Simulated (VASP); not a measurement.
# AlIn2N3 (P4/mmm) in VASP: a series of runs

Runs on AlIn2N3. Level: PBE. Tasks: relaxation of cell and atoms, single point.

Program: VASP 6.6.1. These are calculated values, not measurements. Logs are shortened: lines on timing, memory, paths and dates and some standing lists are left out, and cuts for length are marked.

### Step 1. The cell of the first run

It takes space group P4/mmm (No. 123, tetragonal). Conventional cell: a = 4.213 Å, b = 4.213 Å, c = 6.098 Å, α = 90.00°, β = 90.00°, γ = 90.00°. Al (site symmetry 4/mmm) has 4 N at 2.11 Å within 2.8 Å. Within 2.8 Å of In (site symmetry mmm) lie 2 N at 2.11 Å. Within 2.8 Å of N (site symmetry mmm) lie 2 Al at 2.11 Å. Within 2.8 Å of N (site symmetry 4/mmm) lie 4 In at 2.11 Å.

The cell was built from a structure type or drawn by symmetry, and may not be a known phase.

### Step 2. Relaxation of cell and atoms, PBE

Contents of INCAR:

```
SYSTEM = AlIn2N3
  PREC = Accurate
  ENCUT = 600
  EDIFF = 1E-7
  ISMEAR = 0
  SIGMA = 0.1
  LREAL = .False.
  LASPH = .True.
  NELM = 60
  ALGO = Normal
  ISIF = 3
  LWAVE = .False.
  LCHARG = .False.
  GGA = PE
  IBRION = 2
  NSW = 90
  EDIFFG = -0.04
```

Contents of KPOINTS:

```
regular mesh
0
Gamma
  4 4 4
  0 0 0
```

Contents of POSCAR:

```
AlIn2N3
1.0
    4.2134094300      0.0000000000      0.0000000000
    0.0000000000      4.2134094300      0.0000000000
    0.0000000000      0.0000000000      6.0983115900
Al In N
1 2 3
Direct
    0.5000000000      0.5000000000      0.5000000000
    0.5000000000      0.0000000000      0.0000000000
    0.0000000000      0.5000000000      0.0000000000
    0.5000000000      0.0000000000      0.5000000000
    0.0000000000      0.5000000000      0.5000000000
    0.5000000000      0.5000000000      0.0000000000
```

Potentials or basis: VASP PAW PBE potentials, release 64 (Al, In_d, N).

Command:

```
cat potpaw_PBE.64/Al/POTCAR potpaw_PBE.64/In_d/POTCAR potpaw_PBE.64/N/POTCAR > POTCAR
mpirun -np 1 vasp_std > vasp.out
```

OUTCAR:

```text
SYSTEM = AlIn2N3
   PREC = Accurate
   ENCUT = 600
   EDIFF = 1E-7
   ISMEAR = 0
   LREAL = .False.
   LASPH = .True.
   NELM = 60
   ISIF = 3
   GGA = PE
   IBRION = 2
   NSW = 90
   EDIFFG = -0.04

 ion  position               nearest neighbor table
   1  0.500  0.500  0.500-   4 2.11   5 2.11   4 2.11   5 2.11
   2  0.500  0.000  0.000-   6 2.11   6 2.11   3 2.98   3 2.98   3 2.98   3 2.98
   3  0.000  0.500  0.000-   6 2.11   6 2.11   2 2.98   2 2.98   2 2.98   2 2.98
   4  0.500  0.000  0.500-   1 2.11   1 2.11
   5  0.000  0.500  0.500-   1 2.11   1 2.11
   6  0.500  0.500  0.000-   2 2.11   3 2.11   2 2.11   3 2.11

  LATTYP: Found a simple tetragonal cell.
 ALAT       =     4.2134094300
 C/A-ratio  =     1.4473579393

  Lattice vectors:

 A1 = (   4.2134094300,   0.0000000000,   0.0000000000)
 A2 = (   0.0000000000,   4.2134094300,   0.0000000000)
 A3 = (   0.0000000000,   0.0000000000,   6.0983115900)

Analysis of symmetry for initial positions (statically):
=====================================================================
 Subroutine PRICEL returns:
 Original cell was already a primitive cell.

 Routine SETGRP: Setting up the symmetry group for a
 simple tetragonal supercell.

 Subroutine GETGRP returns: Found 16 space group operations
 (whereof 16 operations were pure point group operations)
 out of a pool of 16 trial point group operations.

The static configuration has the point symmetry D_4h.

Analysis of symmetry for dynamics (positions and initial velocities):
=====================================================================
 Subroutine PRICEL returns:
 Original cell was already a primitive cell.

 Routine SETGRP: Setting up the symmetry group for a
 simple tetragonal supercell.

 Subroutine GETGRP returns: Found 16 space group operations
 (whereof 16 operations were pure point group operations)
 out of a pool of 16 trial point group operations.

The dynamic configuration has the point symmetry D_4h.

 Subroutine INISYM returns: Found 16 space group operations
 (whereof 16 operations are pure point group operations),
 and found     1 'primitive' translations

----------------------------------------------------------------------------------------

                                     Primitive cell

  volume of cell :     108.2622

  direct lattice vectors                    reciprocal lattice vectors
     4.213409430  0.000000000  0.000000000     0.237337486  0.000000000  0.000000000
     0.000000000  4.213409430  0.000000000     0.000000000  0.237337486  0.000000000
     0.000000000  0.000000000  6.098311590     0.000000000  0.000000000  0.163979814

  length of vectors
     4.213409430  4.213409430  6.098311590     0.237337486  0.237337486  0.163979814

  position of ions in fractional coordinates (direct lattice)
     0.500000000  0.500000000  0.500000000
     0.500000000  0.000000000  0.000000000
     0.000000000  0.500000000  0.000000000
     0.500000000  0.000000000  0.500000000
     0.000000000  0.500000000  0.500000000
     0.500000000  0.500000000  0.000000000

  ion indices of the primitive-cell ions
   primitive index   ion index
                 1           1
                 2           2
                 3           3
                 4           4
                 5           5
                 6           6

----------------------------------------------------------------------------------------

 KPOINTS: regular mesh

Automatic generation of k-mesh.
 Grid dimensions read from file:
 generate k-points for:    4    4    4

 Generating k-lattice:

  Cartesian coordinates                     Fractional coordinates (reciprocal lattice)
     0.059334371  0.000000000  0.000000000     0.250000000  0.000000000  0.000000000
     0.000000000  0.059334371  0.000000000     0.000000000  0.250000000  0.000000000
     0.000000000  0.000000000  0.040994953     0.000000000  0.000000000  0.250000000

  Length of vectors
     0.059334371  0.059334371  0.040994953

  Shift w.r.t. Gamma in fractional coordinates (k-lattice)
     0.000000000  0.000000000  0.000000000

 Subroutine IBZKPT returns following result:
 ===========================================

 Found     18 irreducible k-points:

 Following reciprocal coordinates:
            Coordinates               Weight
  0.000000  0.000000  0.000000      1.000000
  0.250000  0.000000  0.000000      4.000000
  0.500000  0.000000  0.000000      2.000000
  0.250000  0.250000  0.000000      4.000000
  0.500000  0.250000  0.000000      4.000000
  0.500000  0.500000  0.000000      1.000000
[... 10 lines left out ...]
  0.500000  0.250000  0.500000      4.000000
  0.500000  0.500000  0.500000      1.000000
   k-points           NKPTS =     18   k-points in BZ     NKDIM =     18   number of bands    NBANDS=     26
   number of dos      NEDOS =    301   number of ions     NIONS =      6
   total plane-waves  NPLWV =  64800
   dimension x,y,z NGX =    36 NGY =   36 NGZ =   50
[... 19 lines left out ...]
   NFREE  =      1    steps in history (QN), initial steepest desc. (CG)
   ISIF   =      3    stress and relaxation
   ISYM   =      2    0-nonsym 1-usesym 2-fastsym
   POTIM  = 0.5000    time-step for ionic-motion
   TEBEG  =    0.0;   TEEND  =   0.0 temperature during run
   PSTRESS=    0.0 pullay stress
   NELECT =      44.0000    total number of electrons
   NUPDOWN=      -1.0000    fix difference up-down
   EMIN   =  10.00;   EMAX   =-10.00  energy-range for DOS
   EFERMI =   0.00;   METHOD = LEGACY
   ISMEAR =     0;   SIGMA  =   0.10  broadening in eV -4-tet -1-fermi 0-gaus
   EFERMI_NEDOS =   21; number of points for ismear=-14 and -15
   IALGO  =     38    algorithm
   IMIX   =      4    mixing-type and parameters
     AMIX     =   0.40;   BMIX     =  1.00
     AMIX_MAG =   1.60;   BMIX_MAG =  1.00
  volume/ion in A,a.u.               =      18.04       121.76
  Fermi-wavevector in a.u.,A,eV,Ry     =   1.212644  2.291565 20.007450  1.470506
  Thomas-Fermi vector in A             =   2.348122
   LORBIT       =      0    0 simple, 1 ext, 2 COOP (PROOUT), +10 PAW based schemes
   GGA     = PE    functional components
   LHFCALC =     F    Hartree Fock is set to
   AEXX    =    0.0000 exact exchange contribution
   IVDW    =     0    specifies the selected vdW correction
   LEPSILON=     F    determine dielectric tensor
   LRPA    =     F    only Hartree local field effects (RPA)
 conjugate gradient relaxation of ions
 non-spin polarized calculation
 Gauss-broadening in eV      SIGMA  =   0.10
  energy-cutoff  :      600.00
  volume of cell :      108.26
 maximum number of plane-waves:      3640
 NGX is ok and might be reduce to    36
   NGX = 17   NGY = 17   NGZ = 25

--------------------------------------- Ionic step        1  -------------------------------------------

 number of electron      43.9999998 magnetization

 Free energy of the ion-electron system (eV)
  ---------------------------------------------------
  ext. energy  EPLUGINS =         0.00000000
  ---------------------------------------------------
  free energy    TOTEN  =       -27.51832274 eV

  energy without entropy =      -27.50261940  energy(sigma->0) =      -27.51047107

 E-fermi :   4.3777     XC(G=0):  -9.6243

 val. band max:        4.3438795087   @ k =   0.2500   0.2500   0.5000
 cond. band min:       4.4604039801   @ k =   0.2500   0.0000   0.0000
 fundamental gap:      0.1165244714
 Fermi energy:         4.3776739769

 k-point     1 :       0.0000    0.0000    0.0000
  band No.  band energies     occupation
      1     -13.0782      2.00000
      2     -10.8198      2.00000
      3     -10.5322      2.00000
      4     -10.3197      2.00000
      5     -10.3197      2.00000
      6     -10.0555      2.00000
[... 624 lines left out ...]
  FREE ENERGIE OF THE ION-ELECTRON SYSTEM (eV)
  ---------------------------------------------------
  free  energy   TOTEN  =       -28.7087349800 eV

  energy  without entropy=      -28.6888131905  energy(sigma->0) =      -28.69877409

 E-fermi :  10.9649     XC(G=0): -12.1341

 val. band max:       10.9447780063   @ k =   0.5000   0.5000   0.2500
 cond. band min:      10.9806672154   @ k =   0.2500   0.0000   0.0000
 fundamental gap:      0.0358892091
 Fermi energy:        10.9648744454

 k-point     1 :       0.0000    0.0000    0.0000
  band No.  band energies     occupation
      1      -8.3321      2.00000
      2      -7.2260      2.00000
      3      -6.7594      2.00000
      4      -4.5850      2.00000
      5      -3.8994      2.00000
      6      -3.8994      2.00000
[... 511 lines left out ...]
     25      16.6022      0.00000
     26      16.6022      0.00000

[... ionic steps 4 to 15 ...]

--------------------------------------- Ionic step       16  -------------------------------------------

 number of electron      43.9999992 magnetization

------------------------ aborting loop because EDIFF is reached ----------------------------------------

  FORCE on cell =-STRESS in cart. coord.  units (eV):
  Direction    XX          YY          ZZ          XY          YZ          ZX
  --------------------------------------------------------------------------------------
  -------------------------------------------------------------------------------------
  Total        0.1188754      0.1188754     -0.3169852      0.0000000      0.0000000      0.0000000
  in kB        2.1850234      2.1850234     -5.8264372      0.0000000      0.0000000      0.0000000
  external PRESSURE =      -0.4854634 kB  Pullay stress =       0.0000000 kB
[... 65 lines left out ...]
  energy  without entropy=      -31.1574349951  energy(sigma->0) =      -31.16226294

--------------------------------------- Ionic step       18  -------------------------------------------

 number of electron      43.9999987 magnetization

 Free energy of the ion-electron system (eV)
  ---------------------------------------------------
  ext. energy  EPLUGINS =         0.00000000
  ---------------------------------------------------
  free energy    TOTEN  =       -31.16709407 eV

  energy without entropy =      -31.15744010  energy(sigma->0) =      -31.16226709

 E-fermi :   6.6421     XC(G=0): -10.5477

 val. band max:        6.6385145991   @ k =   0.5000   0.5000   0.0000
 cond. band min:       6.6485183109   @ k =   0.5000   0.0000   0.0000
 fundamental gap:      0.0100037118
 Fermi energy:         6.6420616894

 k-point     1 :       0.0000    0.0000    0.0000
  band No.  band energies     occupation
      1      -9.7013      2.00000
      2      -9.2503      2.00000
      3      -8.9706      2.00000
      4      -7.9920      2.00000
      5      -7.5766      2.00000
      6      -7.5766      2.00000
[... 544 lines left out ...]
  FREE ENERGIE OF THE ION-ELECTRON SYSTEM (eV)
  ---------------------------------------------------
  free  energy   TOTEN  =       -31.1670940746 eV

  energy  without entropy=      -31.1574401001  energy(sigma->0) =      -31.16226709

 reached required accuracy - stopping structural energy minimisation
```

Wall time 19 min (1 thread of Intel Xeon Platinum 8488C (Sapphire Rapids), shared host); peak memory 0.29 GiB.

What came out:

| Quantity | Value |
| --- | --- |
| Free energy | -31.1671 eV |
| Relaxed volume | 14.58 Å³/atom |
| Relaxed cell | a = 4.605 Å, b = 4.605 Å, c = 4.125 Å, α = 90.00°, β = 90.00°, γ = 90.00° |
| Space group after relaxing (to 0.1 Å) | P4/mmm (No. 123) |
| Pressure after relaxing | -0.3 GPa |
| Band gap on the k mesh | zero (bands 22 and 23 overlap by 1.10 eV) |

Final structure:
```
CELL_PARAMETERS angstrom
4.60522 0.00000 0.00000
0.00000 4.60522 0.00000
0.00000 0.00000 4.12480
ATOMIC_POSITIONS crystal
Al 0.50000 0.50000 0.50000
In 0.50000 0.00000 0.00000
In 0.00000 0.50000 0.00000
N 0.50000 0.00000 0.50000
N 0.00000 0.50000 0.50000
N 0.50000 0.50000 0.00000
```

Caveat: the k points lie up to 0.38 Å⁻¹ apart in the final cell, too coarse for converged energies and pressures of a metal; the volume moved by over 15 % at a fixed basis, so the end points are rough; spin-orbit coupling is left out, which moves the levels of the heavy elements.

### Step 3. Single point, PBE, collinear spin, ferromagnetic start

This run uses another cell than the first one, of 14.52 Å³/atom.

Contents of INCAR:

```
ALGO     = Normal         # electronic algorithm
EDIFF    = 1E-7           # SCF threshold, eV
ENCUT    = 520            # plane-wave cutoff, eV
GGA      = PE             # functional
ISIF     = 2              # what is computed and relaxed
ISMEAR   = 0              # smearing method
ISPIN    = 2              # spin polarisation
LASPH    = T              # aspherical terms in the spheres
LCHARG   = T              # write CHGCAR
LELF     = T              # ELF
LORBIT   = 11             # projections on sites
LREAL    = F              # projectors in reciprocal space
LVHAR    = T            
LWAVE    = F              # write WAVECAR
MAGMOM   = 0 0 0 1 1 1    # initial moments
NBANDS   = 35             # bands
NELM     = 150            # most SCF steps
PREC     = Accurate       # precision mode
SIGMA    = 0.1            # smearing width, eV
```

Contents of KPOINTS:

```
k-points
0
Gamma
  4 4 4
```

Edit POSCAR of step 2 so:

```diff
@@ -2,5 +2,5 @@
 1.0
-    4.2134094300      0.0000000000      0.0000000000
-    0.0000000000      4.2134094300      0.0000000000
-    0.0000000000      0.0000000000      6.0983115900
+    4.5979936532      0.0000000000      0.0000000000
+    0.0000000000      4.5979936532      0.0000000000
+    0.0000000000      0.0000000000      4.1201058209
 Al In N
```

Potentials or basis: VASP PAW PBE potentials, release 64 (Al, In_d, N).

Command:

```
cat potpaw_PBE.64/Al/POTCAR potpaw_PBE.64/In_d/POTCAR potpaw_PBE.64/N/POTCAR > POTCAR
mpirun -np 1 vasp_std > vasp.out
```

Run time: 1.8 min. Hardware: 1 thread of Intel Xeon Platinum 8488C (Sapphire Rapids), shared host; peak memory 0.27 GiB.

It converged, with:

| Item | Value |
| --- | --- |
| Free energy | -31.1532 eV |
| Pressure | 0.2 GPa |
| Band gap on the k mesh | zero (filled and empty bands overlap) |
| Net moment | 0.00 μB per cell |
| Valence electrons inside the program's atomic spheres | Al 0.60; In 11.53; N 3.62, 3.71 (each value once) |

Stress tensor (GPa, compression positive):
```
0.28 0.00 0.00
0.00 0.28 0.00
0.00 0.00 0.13
```

Levels at points of the mesh, in eV from the Fermi level:
Spin up:
```
           k point  band 20  band 21  band 22  band 23  band 24  band 25
(0.00, 0.00, 0.00)    -1.64    -1.64    -0.86    -0.86     1.72     2.09
(0.50, 0.00, 0.00)    -1.78    -1.54    -1.39     0.02     1.78     4.35
(0.50, 0.50, 0.00)    -3.68    -1.44    -0.01     1.48     3.41     3.41
(0.00, 0.00, 0.50)    -3.06    -0.13    -0.13     3.07     3.80     3.80
(0.50, 0.00, 0.50)    -1.06    -0.77    -0.16     1.69     2.84     4.31
(0.50, 0.50, 0.50)    -0.88    -0.07    -0.07     0.51     3.95     4.68
```
Spin down:
```csv
k point,band 19,band 20,band 21,band 22,band 23,band 24,band 25,band 26
"(0.00, 0.00, 0.00)",-1.95,-1.64,-1.64,-0.86,-0.86,1.72,2.09,5.31
"(0.50, 0.00, 0.00)",-2.49,-1.78,-1.54,-1.39,0.02,1.78,4.35,4.58
"(0.50, 0.50, 0.00)",-3.68,-3.68,-1.44,-0.01,1.48,3.41,3.41,5.86
"(0.00, 0.00, 0.50)",-3.06,-3.06,-0.14,-0.14,3.07,3.80,3.80,4.74
"(0.50, 0.00, 0.50)",-1.23,-1.06,-0.77,-0.16,1.69,2.84,4.31,5.52
"(0.50, 0.50, 0.50)",-1.33,-0.88,-0.07,-0.07,0.51,3.95,4.68,4.68
```

Caveat: the k points lie up to 0.38 Å⁻¹ apart, too coarse for converged energies and pressures of a metal; spin-orbit coupling is left out, which moves the levels of the heavy elements.

### Step 4. Single point, PBE, collinear spin, ferromagnetic start

Contents of INCAR:

```
PREC = Accurate
ENCUT = 520
EDIFF = 1E-6
ISMEAR = 0
SIGMA = 0.1
LREAL = False
LASPH = True
NELM = 150
ALGO = Normal
ISIF = 2
LWAVE = False
LCHARG = False
ISPIN = 2
MAGMOM = 0 0 0 1 1 1
LORBIT = 11
GGA = PE
NBANDS = 35
```

Contents of KPOINTS:

```
Automatic mesh
0
Gamma
  4 4 4
```

Edit POSCAR of step 3 so:

```diff
@@ -2,5 +2,5 @@
 1.0
-    4.5979936532      0.0000000000      0.0000000000
-    0.0000000000      4.5979936532      0.0000000000
-    0.0000000000      0.0000000000      4.1201058209
+    4.2134094300      0.0000000000      0.0000000000
+    0.0000000000      4.2134094300      0.0000000000
+    0.0000000000      0.0000000000      6.0983115900
 Al In N
```

Command:

```
cat potpaw_PBE.64/Al/POTCAR potpaw_PBE.64/In_d/POTCAR potpaw_PBE.64/N/POTCAR > POTCAR
mpirun -np 1 vasp_std > vasp.out
```

Wall time 1.9 min (1 thread of Intel Xeon Platinum 8488C (Sapphire Rapids), shared host); peak memory 0.3 GiB.

It converged, with:

```yaml
Free_energy: -27.5383 eV
Pressure: -7.3 GPa
Net_moment: 0.57 μB per cell
Site_moments: Al -0.00; In -0.00; N +0.20, -0.00 (each value once) μB
Valence_electrons_inside_the_program's_atomic_spheres: Al 0.60; In 11.40; N 3.45, 3.68 (each value once)
```

Stress tensor (GPa, compression positive):
```
 -4.14   0.00   0.00
  0.00  -4.14   0.00
  0.00   0.00 -13.67
```

Levels at points of the mesh, in eV from the Fermi level:
Spin up:
```
           k point  band 19  band 20  band 21  band 22  band 23  band 24  band 25  band 26
(0.00, 0.00, 0.00)    -3.16    -1.09    -0.48     0.09     0.09     0.69     1.57     4.23
(0.50, 0.00, 0.00)    -1.81    -1.56    -0.99    -0.81    -0.73     1.23     3.55     3.85
(0.50, 0.50, 0.00)    -1.65    -1.60    -1.60    -0.58     0.83     3.34     3.34     4.50
(0.00, 0.00, 0.50)    -3.23    -1.05    -1.03     0.11     0.11     1.96     2.27     3.02
(0.50, 0.00, 0.50)    -2.29    -1.04    -0.83    -0.77     0.32     1.29     2.32     3.40
(0.50, 0.50, 0.50)    -1.91    -0.72    -0.72    -0.57     0.84     2.56     2.89     2.89
```
Spin down:
| k point | band 18 | band 19 | band 20 | band 21 | band 22 | band 23 | band 24 | band 25 | band 26 | band 27 |
| --- | --- | --- | --- | --- | --- | --- | --- | --- | --- | --- |
| (0.00, 0.00, 0.00) | -2.94 | -2.94 | -0.98 | -0.29 | 0.69 | 0.80 | 0.80 | 1.65 | 4.28 | 4.52 |
| (0.50, 0.00, 0.00) | -2.54 | -1.68 | -1.56 | -0.60 | -0.32 | -0.08 | 1.29 | 3.59 | 3.93 | 4.41 |
| (0.50, 0.50, 0.00) | -2.45 | -1.46 | -1.46 | -1.24 | -0.39 | 1.73 | 3.34 | 3.34 | 4.49 | 4.78 |
| (0.00, 0.00, 0.50) | -3.01 | -3.01 | -0.94 | -0.91 | 0.83 | 0.83 | 2.06 | 2.34 | 3.02 | 4.29 |
| (0.50, 0.00, 0.50) | -2.60 | -2.24 | -0.66 | -0.37 | -0.02 | 0.44 | 1.30 | 2.42 | 3.40 | 4.34 |
| (0.50, 0.50, 0.50) | -1.89 | -1.88 | -0.55 | -0.55 | -0.38 | 1.73 | 2.54 | 2.90 | 2.90 | 3.87 |

Caveat: the k points lie up to 0.37 Å⁻¹ apart; spin-orbit coupling is left out, which moves the levels of the heavy elements.

### Step 5. The runs side by side

```tsv
task	spin	cell	cutoff (eV)	gap on the mesh (eV)	pressure (GPa)	moment (μB)
relaxation of cell and atoms	off	relaxed from a = 4.213, b = 4.213, c = 6.098 Å, 6 atoms	600	none	-0.3	-
single point	collinear, ferromagnetic start	a = 4.598, b = 4.598, c = 4.120 Å, 6 atoms	520	none	0.2	0.00
single point	collinear, ferromagnetic start	a = 4.213, b = 4.213, c = 6.098 Å, 6 atoms	520	none	-7.3	0.57
```

Alike in all rows: level PBE; potentials or basis VASP PAW PBE potentials, release 64 (Al, In_d, N); k mesh 4 × 4 × 4; smearing gaussian 0.1 eV.

Caveats: all runs use coarse meshes; spin-orbit coupling is left out, which moves the levels of the heavy elements; the volume moved by over 15 % at a fixed basis, so the end points are rough (at least some runs).

Absolute energies hang on the potentials; compare differences alone.
